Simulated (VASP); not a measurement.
Wanted: the native input for a VASP 6.6.1 run.

```yaml
Task: single point
Functional: r2SCAN
Potentials_or_basis: VASP PAW PBE potentials, release 64 (Ag)
Cutoff: 520 eV
k_mesh: 22 × 22 × 22
Occupations: fermi-dirac, width 0.1 eV
Spin: no spin polarisation
Dipole_correction: no
Further_INCAR_settings: ALGO = Normal; EDIFF = 1e-06; NBANDS = 12
```

Ag:

```
CELL_PARAMETERS angstrom
-1.63402 1.63402 1.63402
1.63402 -1.63402 1.63402
1.63402 1.63402 -1.63402
ATOMIC_POSITIONS crystal
Ag 0.00000 0.00000 0.00000
```

This isn't the form of Ag at room conditions, which is fcc.

The input as run:

POSCAR

```
Ag
1.0
   -1.6340219052      1.6340219052      1.6340219052
    1.6340219052     -1.6340219052      1.6340219052
    1.6340219052      1.6340219052     -1.6340219052
Ag
1
Direct
    0.0000000000      0.0000000000      0.0000000000
```

INCAR.step1

```
PREC     = Accurate       # precision mode
ENCUT    = 520            # plane-wave cutoff, eV
ISMEAR   = -1             # smearing method
SIGMA    = 0.1            # smearing width, eV
LREAL    = False          # projectors in reciprocal space
LASPH    = True           # aspherical terms in the spheres
NELM     = 100            # most SCF steps
NBANDS   = 12             # bands
GGA      = PE             # functional
ALGO     = Normal         # electronic algorithm
EDIFF    = 1E-4           # SCF threshold, eV
LWAVE    = True           # write WAVECAR
LCHARG   = False          # write CHGCAR
```

INCAR.step2

```
PREC     = Accurate       # precision mode
ENCUT    = 520            # plane-wave cutoff, eV
EDIFF    = 1E-6           # SCF threshold, eV
ISMEAR   = -1             # smearing method
SIGMA    = 0.1            # smearing width, eV
LREAL    = False          # projectors in reciprocal space
LASPH    = True           # aspherical terms in the spheres
NELM     = 100            # most SCF steps
ALGO     = Normal         # electronic algorithm
ISIF     = 2              # what is computed and relaxed
LWAVE    = False          # write WAVECAR
LCHARG   = False          # write CHGCAR
METAGGA  = R2SCAN         # meta-GGA
LMIXTAU  = True         
NBANDS   = 12             # bands
ISTART   = 1
```

KPOINTS

```
regular mesh
0
Gamma
  22 22 22
```

Potentials or basis: VASP PAW PBE potentials, release 64 (Ag).

Run with:

```sh
$ cat potpaw_PBE.64/Ag/POTCAR > POTCAR
$ cp INCAR.step1 INCAR
$ mpirun -np 1 vasp_std > vasp.out
$ cp INCAR.step2 INCAR
$ mpirun -np 1 vasp_std > vasp.out
```

It gave:

The pressure is 0.0 GPa and the band gap on the k mesh is zero (an odd number of electrons rules out a gap without spin polarisation).

Caveat: the PAW data sets were made with another functional, which shifts forces and pressure a little.

Run time: 63 s on 1 thread of Intel(R) Xeon(R) 6975P-C (Granite Rapids) (shared host), peak memory 0.19 GiB.
